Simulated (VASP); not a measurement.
# LiPrP3 (P6/mmm) in VASP: single point with PBE

Aim: the single point of LiPrP3 with PBE.

Program: VASP 6.6.1. These are calculated values, not measurements. Logs are shortened: lines on timing, memory, paths and dates and some standing lists are left out, and cuts for length are marked.

## (1) The cell of the first run

Symmetry: P6/mmm, No. 191, hexagonal system. Conventional cell: a = 5.549 Å, b = 5.549 Å, c = 6.625 Å, α = 90.00°, β = 90.00°, γ = 120.00°. Li (site symmetry 6/mmm) has 2 Pr at 3.31 Å and 12 P at 4.32 Å within 4.4 Å. Pr (site symmetry 6/mmm) has 6 P at 2.77 Å and 2 Li at 3.31 Å within 3.7 Å. Within 3.7 Å of P (site symmetry mmm) lie 4 P at 2.77 Å and 2 Pr at 2.77 Å.

The cell was generated, and may not be a known phase.

## (2) Single point, PBE

INCAR reads:

```
SYSTEM = LiPrP3
PREC = Accurate
ENCUT = 520
EDIFF = 1E-7
ISMEAR = 0
SIGMA = 0.1
LREAL = .False.
LASPH = .True.
NELM = 60
ALGO = Normal
ISIF = 2
LWAVE = .False.
LCHARG = .False.
GGA = PE
NBANDS = 24
```

KPOINTS reads:

```
Automatic mesh
0
Gamma
  6 6 4
  0 0 0
```

POSCAR reads:

```
LiPrP3
1.0
    5.5487586277     -0.0000000033      0.0000000000
   -2.7743793110      4.8053659327      0.0000000000
    0.0000000000      0.0000000000      6.6248160895
Li Pr P
1 1 3
Direct
    0.0000000000      0.0000000000      0.0000000000
    0.0000000000      0.0000000000      0.5000000000
    0.5000000000      0.0000000000      0.5000000000
    0.0000000000      0.5000000000      0.5000000000
    0.5000000000      0.5000000000      0.5000000000
```

Potentials or basis: VASP PAW PBE potentials, release 64 (Li_sv, Pr, P).

The run is started by

```sh
$ cat potpaw_PBE.64/Li_sv/POTCAR potpaw_PBE.64/Pr/POTCAR potpaw_PBE.64/P/POTCAR > POTCAR
$ mpirun -np 1 vasp_std > vasp.out
```

OUTCAR:

```text
SYSTEM = LiPrP3
   PREC = Accurate
   ENCUT = 520
   EDIFF = 1E-7
   ISMEAR = 0
   LREAL = .False.
   LASPH = .True.
   NELM = 60
   ISIF = 2
   GGA = PE

 ion  position               nearest neighbor table
   1  0.000  0.000  0.000-
   2  0.000  0.000  0.500-   5 2.77   5 2.77   4 2.77   4 2.77   3 2.77   3 2.77
   3  0.500  0.000  0.500-   4 2.77   4 2.77   5 2.77   5 2.77   2 2.77   2 2.77
   4  0.000  0.500  0.500-   3 2.77   3 2.77   2 2.77   2 2.77   5 2.77   5 2.77
   5  0.500  0.500  0.500-   2 2.77   2 2.77   3 2.77   3 2.77   4 2.77   4 2.77

  LATTYP: Found a hexagonal cell.
 ALAT       =     5.5487586277
 C/A-ratio  =     1.1939276033

  Lattice vectors:

 A1 = (   5.5487586277,  -0.0000000033,   0.0000000000)
 A2 = (  -2.7743793110,   4.8053659327,   0.0000000000)
 A3 = (   0.0000000000,   0.0000000000,   6.6248160895)

Analysis of symmetry for initial positions (statically):
=====================================================================
 Subroutine PRICEL returns:
 Original cell was already a primitive cell.

 Routine SETGRP: Setting up the symmetry group for a
 hexagonal supercell.

 Subroutine GETGRP returns: Found 24 space group operations
 (whereof 24 operations were pure point group operations)
 out of a pool of 24 trial point group operations.

The static configuration has the point symmetry D_6h.

Analysis of symmetry for dynamics (positions and initial velocities):
=====================================================================
 Subroutine PRICEL returns:
 Original cell was already a primitive cell.

 Routine SETGRP: Setting up the symmetry group for a
 hexagonal supercell.

 Subroutine GETGRP returns: Found 24 space group operations
 (whereof 24 operations were pure point group operations)
 out of a pool of 24 trial point group operations.

The dynamic configuration has the point symmetry D_6h.

 Subroutine INISYM returns: Found 24 space group operations
 (whereof 24 operations are pure point group operations),
 and found     1 'primitive' translations

----------------------------------------------------------------------------------------

                                     Primitive cell

  volume of cell :     176.6429

  direct lattice vectors                    reciprocal lattice vectors
     5.548758628 -0.000000003  0.000000000     0.180220490  0.104050348  0.000000000
[... 89 lines left out ...]
   LREAL  =      F    real-space projection
   EDIFFG = 0.1E-05   stopping-criterion for IOM
   NSW    =      0    number of steps for IOM
   IBRION =     -1    ionic relax: 0-MD 1-quasi-New 2-CG
   NFREE  =      0    steps in history (QN), initial steepest desc. (CG)
   ISIF   =      2    stress and relaxation
   ISYM   =      2    0-nonsym 1-usesym 2-fastsym
   POTIM  = 0.5000    time-step for ionic-motion
   TEBEG  =    0.0;   TEEND  =   0.0 temperature during run
   PSTRESS=    0.0 pullay stress
   NELECT =      31.0000    total number of electrons
   NUPDOWN=      -1.0000    fix difference up-down
   EMIN   =  10.00;   EMAX   =-10.00  energy-range for DOS
   EFERMI =   0.00;   METHOD = LEGACY
   ISMEAR =     0;   SIGMA  =   0.10  broadening in eV -4-tet -1-fermi 0-gaus
   EFERMI_NEDOS =   21; number of points for ismear=-14 and -15
   IALGO  =     38    algorithm
   IMIX   =      4    mixing-type and parameters
     AMIX     =   0.40;   BMIX     =  1.00
     AMIX_MAG =   1.60;   BMIX_MAG =  1.00
  volume/ion in A,a.u.               =      35.33       238.41
  Fermi-wavevector in a.u.,A,eV,Ry     =   0.916565  1.732057 11.430142  0.840092
  Thomas-Fermi vector in A             =   2.041435
   LORBIT       =      0    0 simple, 1 ext, 2 COOP (PROOUT), +10 PAW based schemes
   GGA     = PE    functional components
   LHFCALC =     F    Hartree Fock is set to
   AEXX    =    0.0000 exact exchange contribution
   IVDW    =     0    specifies the selected vdW correction
   LEPSILON=     F    determine dielectric tensor
   LRPA    =     F    only Hartree local field effects (RPA)
 non-spin polarized calculation
 Gauss-broadening in eV      SIGMA  =   0.10
  energy-cutoff  :      520.00
  volume of cell :      176.64
 maximum number of plane-waves:      4812
 NGX is ok and might be reduce to    42
   NGX = 21   NGY = 21   NGZ = 25

 number of electron      31.0000011 magnetization

 Free energy of the ion-electron system (eV)
  ---------------------------------------------------
  ext. energy  EPLUGINS =         0.00000000
  ---------------------------------------------------
  free energy    TOTEN  =       -22.28137253 eV

  energy without entropy =      -22.24390972  energy(sigma->0) =      -22.26264113

 E-fermi :   1.6650     XC(G=0):  -7.0918

 val. band max:        1.6458977298   @ k =   0.3333   0.1667   0.0000
 cond. band min:       1.6672198095   @ k =   0.5000  -0.0000   0.0000
 fundamental gap:      0.0213220798
 Fermi energy:         1.6649637540

 k-point     1 :       0.0000    0.0000    0.0000
  band No.  band energies     occupation
      1     -47.2090      2.00000
      2     -33.7694      2.00000
      3     -16.0473      2.00000
      4     -15.9478      2.00000
      5     -15.9478      2.00000
      6      -9.9366      2.00000
[... 556 lines left out ...]
     23       2.4126      0.00000
     24       2.5097      0.00000

------------------------ aborting loop because EDIFF is reached ----------------------------------------

  FORCE on cell =-STRESS in cart. coord.  units (eV):
  Direction    XX          YY          ZZ          XY          YZ          ZX
  --------------------------------------------------------------------------------------
  -------------------------------------------------------------------------------------
  Total       -5.8923656     -5.8923656      0.2207827      0.0000000      0.0000000      0.0000000
  in kB      -53.4446385    -53.4446385      2.0025322      0.0000000      0.0000000      0.0000000
  external PRESSURE =     -34.9622483 kB  Pullay stress =       0.0000000 kB

 VOLUME and BASIS-vectors are now :
 -----------------------------------------------------------------------------
  energy-cutoff  :      520.00
  volume of cell :      176.64
      direct lattice vectors                 reciprocal lattice vectors
     5.548758628 -0.000000003  0.000000000     0.180220490  0.104050348  0.000000000
    -2.774379311  4.805365933  0.000000000     0.000000000  0.208100697  0.000000000
     0.000000000  0.000000000  6.624816090     0.000000000  0.000000000  0.150947587

 POSITION                                       TOTAL-FORCE (eV/Angst)
 -----------------------------------------------------------------------------------
      0.00000      0.00000      0.00000        -0.000000      0.000000      0.000000
      0.00000      0.00000      3.31241         0.000000      0.000000      0.000000
      2.77438     -0.00000      3.31241        -0.000000      0.000000      0.000000
     -1.38719      2.40268      3.31241        -0.000000      0.000000      0.000000
      1.38719      2.40268      3.31241        -0.000000      0.000000      0.000000
 -----------------------------------------------------------------------------------
    total drift:                                0.000000     -0.000000      0.000000

  FREE ENERGIE OF THE ION-ELECTRON SYSTEM (eV)
  ---------------------------------------------------
  free  energy   TOTEN  =       -22.2813725287 eV

  energy  without entropy=      -22.2439097231  energy(sigma->0) =      -22.26264113
```

stdout:

```text
POSCAR found type information on POSCAR LiPrP
 POSCAR found :  3 types and       5 ions
 scaLAPACK will be used
 LDA part: xc-table for (Slater+PW92), standard interpolation
 POSCAR, INCAR and KPOINTS ok, starting setup
 FFT: planning ... GRIDC
 FFT: planning ... GRID_SOFT
 FFT: planning ... GRID
 WAVECAR not read
 entering main loop
```

Wall time 5 min (1 thread of Oxide Virtual Turin-like, shared host); peak memory 0.31 GiB.

Results:

- Free energy: -22.2814 eV
- Band gap on the k mesh: zero (an odd number of electrons rules out a gap without spin polarisation)

Levels at points of the mesh, in eV from the Fermi level:
| k point | band 14 | band 15 | band 16 | band 17 | band 18 | band 19 |
| --- | --- | --- | --- | --- | --- | --- |
| (0.00, 0.00, 0.00) | -0.14 | -0.14 | -0.08 | 0.13 | 0.33 | 0.33 |
| (0.50, 0.00, 0.00) | -0.49 | -0.44 | -0.30 | 0.00 | 0.08 | 0.17 |
| (0.00, 0.00, 0.50) | -0.16 | -0.08 | 0.02 | 0.35 | 0.35 | 0.46 |
| (0.50, 0.00, 0.50) | -0.49 | -0.44 | -0.44 | 0.06 | 0.21 | 0.26 |

Caveat: the cutoff is under 1.25 times the usual one of these potentials, so pressure, stress and relaxed cells hold a basis-set (Pulay) error; spin-orbit coupling is left out, which moves the levels of the heavy elements; an odd number of electrons without spin polarisation forces a metal; a magnetic or distorted state may lie lower; semilocal functionals describe open f shells poorly, which spoils levels, moments and volumes. Spin polarisation is off, so any magnetic state and its effect on volume and gap are missing.

The gap in the log of VASP goes by the Fermi energy; the results here count the filled bands.